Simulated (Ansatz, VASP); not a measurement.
**Ta: VASP beside Ansatz**

File INCAR:

```
SYSTEM = Ta
PREC = Accurate
ENCUT = 520
EDIFF = 1E-6
ISMEAR = -1
SIGMA = 0.1
LREAL = .FALSE.
LASPH = .TRUE.
NELM = 100
ALGO = Normal
ISIF = 2
LWAVE = .FALSE.
LCHARG = .FALSE.
NBANDS = 12
```

File KPOINTS:

```
Automatic mesh
0
G
  14 14 14
  0 0 0
```

File POSCAR:

```
Ta
1.0
   -1.6276710318      1.6276710318      1.6276710318
    1.6276710318     -1.6276710318      1.6276710318
    1.6276710318      1.6276710318     -1.6276710318
Ta
1
Direct
    0.0000000000      0.0000000000      0.0000000000
```

Input for Ansatz:

```yaml
crystal:
  lattice:
    - [-1.6276710318, 1.6276710318, 1.6276710318]
    - [1.6276710318, -1.6276710318, 1.6276710318]
    - [1.6276710318, 1.6276710318, -1.6276710318]
  atoms:
    - { symbol: Ta, position: [0.0, 0.0, 0.0] }
hamiltonian:
  xc: lda
  pseudopotentials:
    kind: paw
    azcp:
      Ta: "pseudopotentials/Ta.paw.azcp"
basis:
  ecutwfc: 420
  fft_grid_basis: typed
kpoints:
  mp_grid: { grid: [14, 14, 14], shift: [0, 0, 0] }
magnetization:
  spin_polarized: false
scf:
  occupations: { method: fermi_dirac, width: 0.1 }
  lower_state_search: "off"
output:
  stress: true
```

Alike in both runs: task single point; functional LDA; k mesh 14 × 14 × 14; occupations fermi-dirac, width 0.1 eV; no spin polarisation.

|  | VASP | Ansatz |
| --- | --- | --- |
| version | VASP 6.6.1 | Ansatz 0.2.0 |
| potentials or method | VASP PAW LDA potentials, release 64 (Ta_pv), cutoff 520 eV | plane waves (420 eV) with PAW, scalar-relativistic |
| valence electrons in the cell | 11 | 13 |

```csv
,VASP,Ansatz,Ansatz less VASP
pressure (GPa),0.9,0.0,-0.90
```

Ansatz warns that its potentials were made for another functional, while VASP's fit it. LDA's correlation is that of Perdew and Zunger in VASP and of Perdew and Wang (1992) in Ansatz. VASP's potentials hold 11 valence electrons a cell and Ansatz's 13, so a difference there can come from the potentials and not from the codes.

Neither program's run includes spin-orbit coupling.
